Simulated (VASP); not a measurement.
# ZnCd3SO (P4/mmm) in VASP: notebook

The runs below take ZnCd3SO through single point, with PBE.

Everything below comes from runs of VASP 6.6.1. Logs are shortened: lines on timing, memory, paths and dates and some standing lists are left out, and cuts for length are marked.

## (1) The cell of the first run

The structure is tetragonal, space group P4/mmm (No. 123). Conventional cell: a = 3.600 Å, b = 3.600 Å, c = 10.282 Å, α = 90.00°, β = 90.00°, γ = 90.00°. Within 3.4 Å of Zn (site symmetry 4/mmm) lie 6 Cd at 2.55 to 2.67 Å. Cd (site symmetry 4mm) has 1 S at 2.47 Å and 1 Zn at 2.67 Å within 3.3 Å. Within 3.4 Å of Cd (site symmetry 4/mmm) lie 4 Zn at 2.55 Å. Within 3.3 Å of S (site symmetry 4/mmm) lie 2 Cd at 2.47 Å and 4 O at 2.55 Å. O (site symmetry 4/mmm) has 4 S at 2.55 Å within 3.4 Å.

## (2) Single point, PBE

Contents of INCAR:

```
PREC = Accurate
ENCUT = 520
EDIFF = 1E-6
ISMEAR = 0
SIGMA = 0.1
LREAL = False
LASPH = True
NELM = 80
ALGO = Normal
ISIF = 2
LWAVE = False
LCHARG = False
GGA = PE
NBANDS = 39
```

Contents of KPOINTS:

```
regular mesh
0
Gamma
  10 10 4
```

Contents of POSCAR:

```
ZnCd3SO
1.0
    3.5997770924      0.0000000000      0.0000000000
    0.0000000000      3.5997770924      0.0000000000
    0.0000000000      0.0000000000     10.2824221639
Zn Cd S O
1 3 1 1
Direct
    0.5000000000      0.5000000000      0.0000000000
    0.5000000000      0.5000000000      0.2594590521
    0.5000000000      0.5000000000      0.7405409479
    0.0000000000      0.0000000000      0.0000000000
    0.5000000000      0.5000000000      0.5000000000
    0.0000000000      0.0000000000      0.5000000000
```

Potentials or basis: VASP PAW PBE potentials, release 64 (Zn, Cd, S, O).

Launch:

```console
cat potpaw_PBE.64/Zn/POTCAR potpaw_PBE.64/Cd/POTCAR potpaw_PBE.64/S/POTCAR potpaw_PBE.64/O/POTCAR > POTCAR
mpirun -np 1 vasp_std > vasp.out
```

OUTCAR:

```text
PREC = Accurate
   ENCUT = 520
   EDIFF = 1E-6
   ISMEAR = 0
   LREAL = False
   LASPH = True
   NELM = 80
   ISIF = 2
   GGA = PE

 ion  position               nearest neighbor table
   1  0.500  0.500  0.000-   4 2.55   4 2.55   4 2.55   4 2.55   2 2.67   3 2.67
   2  0.500  0.500  0.259-   5 2.47   1 2.67   4 3.69   4 3.69   4 3.69   4 3.69
   3  0.500  0.500  0.741-   5 2.47   1 2.67   4 3.69   4 3.69   4 3.69   4 3.69
   4  0.000  0.000  0.000-   1 2.55   1 2.55   1 2.55   1 2.55   2 3.69   3 3.69   3 3.69   2 3.69
                             3 3.69   2 3.69   2 3.69   3 3.69
   5  0.500  0.500  0.500-   2 2.47   3 2.47
   6  0.000  0.000  0.500-

  LATTYP: Found a simple tetragonal cell.
 ALAT       =     3.5997770924
 C/A-ratio  =     2.8564052440

  Lattice vectors:

 A1 = (   3.5997770924,   0.0000000000,   0.0000000000)
 A2 = (   0.0000000000,   3.5997770924,   0.0000000000)
 A3 = (   0.0000000000,   0.0000000000,  10.2824221639)

Analysis of symmetry for initial positions (statically):
=====================================================================
 Subroutine PRICEL returns:
 Original cell was already a primitive cell.

 Routine SETGRP: Setting up the symmetry group for a
 simple tetragonal supercell.

 Subroutine GETGRP returns: Found 16 space group operations
 (whereof 16 operations were pure point group operations)
 out of a pool of 16 trial point group operations.

The static configuration has the point symmetry D_4h.

Analysis of symmetry for dynamics (positions and initial velocities):
=====================================================================
 Subroutine PRICEL returns:
 Original cell was already a primitive cell.

 Routine SETGRP: Setting up the symmetry group for a
 simple tetragonal supercell.

 Subroutine GETGRP returns: Found 16 space group operations
 (whereof 16 operations were pure point group operations)
 out of a pool of 16 trial point group operations.

The dynamic configuration has the point symmetry D_4h.

 Subroutine INISYM returns: Found 16 space group operations
 (whereof 16 operations are pure point group operations),
 and found     1 'primitive' translations

----------------------------------------------------------------------------------------

                                     Primitive cell

  volume of cell :     133.2437

  direct lattice vectors                    reciprocal lattice vectors
     3.599777092  0.000000000  0.000000000     0.277794979  0.000000000  0.000000000
     0.000000000  3.599777092  0.000000000     0.000000000  0.277794979  0.000000000
     0.000000000  0.000000000 10.282422164     0.000000000  0.000000000  0.097253350

  length of vectors
     3.599777092  3.599777092 10.282422164     0.277794979  0.277794979  0.097253350

  position of ions in fractional coordinates (direct lattice)
     0.500000000  0.500000000  0.000000000
     0.500000000  0.500000000  0.259459052
     0.500000000  0.500000000  0.740540948
     0.000000000  0.000000000  0.000000000
     0.500000000  0.500000000  0.500000000
     0.000000000  0.000000000  0.500000000

  ion indices of the primitive-cell ions
   primitive index   ion index
                 1           1
                 2           2
                 3           3
                 4           4
                 5           5
                 6           6

----------------------------------------------------------------------------------------

 KPOINTS: regular mesh

Automatic generation of k-mesh.
 Grid dimensions read from file:
 generate k-points for:   10   10    4

 Generating k-lattice:

  Cartesian coordinates                     Fractional coordinates (reciprocal lattice)
     0.027779498  0.000000000  0.000000000     0.100000000  0.000000000  0.000000000
     0.000000000  0.027779498  0.000000000     0.000000000  0.100000000  0.000000000
     0.000000000  0.000000000  0.024313337     0.000000000  0.000000000  0.250000000

  Length of vectors
     0.027779498  0.027779498  0.024313337

  Shift w.r.t. Gamma in fractional coordinates (k-lattice)
     0.000000000  0.000000000  0.000000000

 Subroutine IBZKPT returns following result:
 ===========================================

 Found     63 irreducible k-points:

 Following reciprocal coordinates:
            Coordinates               Weight
  0.000000  0.000000  0.000000      1.000000
  0.100000  0.000000  0.000000      4.000000
  0.200000  0.000000  0.000000      4.000000
  0.300000  0.000000  0.000000      4.000000
  0.400000  0.000000  0.000000      4.000000
  0.500000  0.000000  0.000000      2.000000
[... 16 lines left out ...]
  0.100000  0.000000  0.250000      8.000000
  0.200000  0.000000  0.250000      8.000000
 [... further k-points ...]
   k-points           NKPTS =     63   k-points in BZ     NKDIM =     63   number of bands    NBANDS=     39
   number of dos      NEDOS =    301   number of ions     NIONS =      6
   total plane-waves  NPLWV =  62720
   dimension x,y,z NGX =    28 NGY =   28 NGZ =   80
   dimension x,y,z NGXF=    56 NGYF=   56 NGZF=  160
   ions per type =               1   3   1   1
   NGX,Y,Z   is equivalent  to a cutoff of  12.93, 12.93, 12.93 a.u.
   NGXF,Y,Z  is equivalent  to a cutoff of  25.86, 25.86, 25.87 a.u.
 SYSTEM =  unknown system
   PREC   = accura    normal or accurate (medium, high low for compatibility)
   ISTART =      0    job   : 0-new  1-cont  2-samecut
   ICHARG =      2    charge: 1-file 2-atom 10-const
   ISPIN  =      1    spin polarized calculation?
   LNONCOLLINEAR =      F non collinear calculations
   LSORBIT =      F    spin-orbit coupling
   LASPH  =      T    aspherical Exc in radial PAW
   ENCUT  =  520.0 eV  38.22 Ry    6.18 a.u.   6.69  6.69 19.12*2*pi/ulx,y,z
   NELM   =     80;   NELMIN=  2; NELMDL= -5     # of ELM steps
   EDIFF  = 0.1E-05   stopping-criterion for ELM
   LREAL  =      F    real-space projection
   EDIFFG = 0.1E-04   stopping-criterion for IOM
   NSW    =      0    number of steps for IOM
   IBRION =     -1    ionic relax: 0-MD 1-quasi-New 2-CG
   NFREE  =      0    steps in history (QN), initial steepest desc. (CG)
   ISIF   =      2    stress and relaxation
   ISYM   =      2    0-nonsym 1-usesym 2-fastsym
   POTIM  = 0.5000    time-step for ionic-motion
   TEBEG  =    0.0;   TEEND  =   0.0 temperature during run
   PSTRESS=    0.0 pullay stress
   NELECT =      60.0000    total number of electrons
   NUPDOWN=      -1.0000    fix difference up-down
   EMIN   =  10.00;   EMAX   =-10.00  energy-range for DOS
   EFERMI =   0.00;   METHOD = LEGACY
   ISMEAR =     0;   SIGMA  =   0.10  broadening in eV -4-tet -1-fermi 0-gaus
   EFERMI_NEDOS =   21; number of points for ismear=-14 and -15
   IALGO  =     38    algorithm
   IMIX   =      4    mixing-type and parameters
     AMIX     =   0.40;   BMIX     =  1.00
     AMIX_MAG =   1.60;   BMIX_MAG =  1.00
  volume/ion in A,a.u.               =      22.21       149.86
  Fermi-wavevector in a.u.,A,eV,Ry     =   1.254805  2.371238 21.422870  1.574536
  Thomas-Fermi vector in A             =   2.388593
   LORBIT       =      0    0 simple, 1 ext, 2 COOP (PROOUT), +10 PAW based schemes
   GGA     = PE    functional components
   LHFCALC =     F    Hartree Fock is set to
   AEXX    =    0.0000 exact exchange contribution
   IVDW    =     0    specifies the selected vdW correction
   LEPSILON=     F    determine dielectric tensor
   LRPA    =     F    only Hartree local field effects (RPA)
 non-spin polarized calculation
 Gauss-broadening in eV      SIGMA  =   0.10
  energy-cutoff  :      520.00
  volume of cell :      133.24
 maximum number of plane-waves:      3636
 NGX is ok and might be reduce to    28
   NGX = 13   NGY = 13   NGZ = 39

 number of electron      59.9999966 magnetization

 Free energy of the ion-electron system (eV)
  ---------------------------------------------------
  ext. energy  EPLUGINS =         0.00000000
  ---------------------------------------------------
  free energy    TOTEN  =        -9.74085099 eV

  energy without entropy =       -9.73076118  energy(sigma->0) =       -9.73580608

 E-fermi :   1.6789     XC(G=0):  -9.6886

 val. band max:        1.6702598200   @ k =   0.2000   0.0000   0.0000
 cond. band min:       1.6814628211   @ k =   0.5000   0.2000   0.0000
 fundamental gap:      0.0112030011
 Fermi energy:         1.6788590877

 k-point     1 :       0.0000    0.0000    0.0000
  band No.  band energies     occupation
      1     -15.1244      2.00000
      2     -10.5711      2.00000
      3      -8.2036      2.00000
      4      -8.2010      2.00000
      5      -8.1462      2.00000
      6      -7.4365      2.00000
[... 31 lines left out ...]
     38       8.4868      0.00000
     39       9.0282      0.00000

 k-point     2 :       0.1000    0.0000    0.0000
  band No.  band energies     occupation
      1     -15.0892      2.00000
      2     -10.6256      2.00000
      3      -8.1714      2.00000
      4      -8.1391      2.00000
      5      -8.0932      2.00000
      6      -7.4601      2.00000
[... 31 lines left out ...]
     38       8.5979      0.00000
     39       8.9007      0.00000

 k-point     3 :       0.2000    0.0000    0.0000
  band No.  band energies     occupation
      1     -14.9931      2.00000
      2     -10.7738      2.00000
      3      -8.0795      2.00000
      4      -8.0283      2.00000
      5      -7.8938      2.00000
      6      -7.5017      2.00000
[... 31 lines left out ...]
     38       8.8461      0.00000
     39       8.9135      0.00000

 k-point     4 :       0.3000    0.0000    0.0000
  band No.  band energies     occupation
      1     -14.8642      2.00000
      2     -10.9685      2.00000
      3      -7.9452      2.00000
      4      -7.8982      2.00000
      5      -7.6195      2.00000
      6      -7.5423      2.00000
[... 31 lines left out ...]
     38       8.8439      0.00000
     39       9.2717      0.00000
[... 754 lines left out ...]
     38       8.7038      0.00000
     39       9.0469      0.00000

 k-point    23 :       0.1000    0.0000    0.2500
  band No.  band energies     occupation
      1     -15.0893      2.00000
      2     -10.6231      2.00000
      3      -8.1714      2.00000
      4      -8.1471      2.00000
      5      -8.0947      2.00000
      6      -7.4831      2.00000
[... 31 lines left out ...]
     38       8.7840      0.00000
     39       8.8165      0.00000

 k-point    24 :       0.2000    0.0000    0.2500
  band No.  band energies     occupation
      1     -14.9930      2.00000
      2     -10.7717      2.00000
      3      -8.0795      2.00000
      4      -8.0311      2.00000
      5      -7.8996      2.00000
      6      -7.5063      2.00000
[... 31 lines left out ...]
     38       8.9079      0.00000
     39       9.1373      0.00000

 [... further k-points ...]

------------------------ aborting loop because EDIFF is reached ----------------------------------------

  FORCE on cell =-STRESS in cart. coord.  units (eV):
  Direction    XX          YY          ZZ          XY          YZ          ZX
  --------------------------------------------------------------------------------------
  -------------------------------------------------------------------------------------
  Total        0.1355391      0.1355391      0.3724645      0.0000000      0.0000000      0.0000000
  in kB        1.6297784      1.6297784      4.4786672      0.0000000      0.0000000      0.0000000
  external PRESSURE =       2.5794080 kB  Pullay stress =       0.0000000 kB

 VOLUME and BASIS-vectors are now :
 -----------------------------------------------------------------------------
  energy-cutoff  :      520.00
  volume of cell :      133.24
      direct lattice vectors                 reciprocal lattice vectors
     3.599777092  0.000000000  0.000000000     0.277794979  0.000000000  0.000000000
     0.000000000  3.599777092  0.000000000     0.000000000  0.277794979  0.000000000
     0.000000000  0.000000000 10.282422164     0.000000000  0.000000000  0.097253350

 POSITION                                       TOTAL-FORCE (eV/Angst)
 -----------------------------------------------------------------------------------
      1.79989      1.79989      0.00000         0.000000      0.000000      0.000000
      1.79989      1.79989      2.66787         0.000000      0.000000     -0.026942
      1.79989      1.79989      7.61455         0.000000     -0.000000      0.026942
      0.00000      0.00000      0.00000         0.000000      0.000000      0.000000
      1.79989      1.79989      5.14121         0.000000      0.000000      0.000000
      0.00000      0.00000      5.14121         0.000000      0.000000      0.000000
 -----------------------------------------------------------------------------------
    total drift:                                0.000000      0.000000     -0.000000

  FREE ENERGIE OF THE ION-ELECTRON SYSTEM (eV)
  ---------------------------------------------------
  free  energy   TOTEN  =        -9.7408509930 eV

  energy  without entropy=       -9.7307611755  energy(sigma->0) =       -9.73580608
```

Run time: 2.9 min. Hardware: 1 thread of Intel Xeon 6975P-C (Granite Rapids), shared host; peak memory 0.44 GiB.

What came out:

| Item | Value |
| --- | --- |
| Free energy | -9.7409 eV |
| Pressure | 0.3 GPa |
| Largest force | 0.027 eV/Å |
| Band gap on the k mesh | zero (band 30 reaches 3.02 eV, above the bottom of band 31 at 0.90 eV) |

Forces in eV/Å, atoms in the order of the input:
```
Zn   0.000  0.000  0.000
Cd   0.000  0.000 -0.027
Cd   0.000  0.000  0.027
Cd   0.000  0.000  0.000
S    0.000  0.000  0.000
O    0.000  0.000  0.000
```

(Part 1 of 2 ends here.)
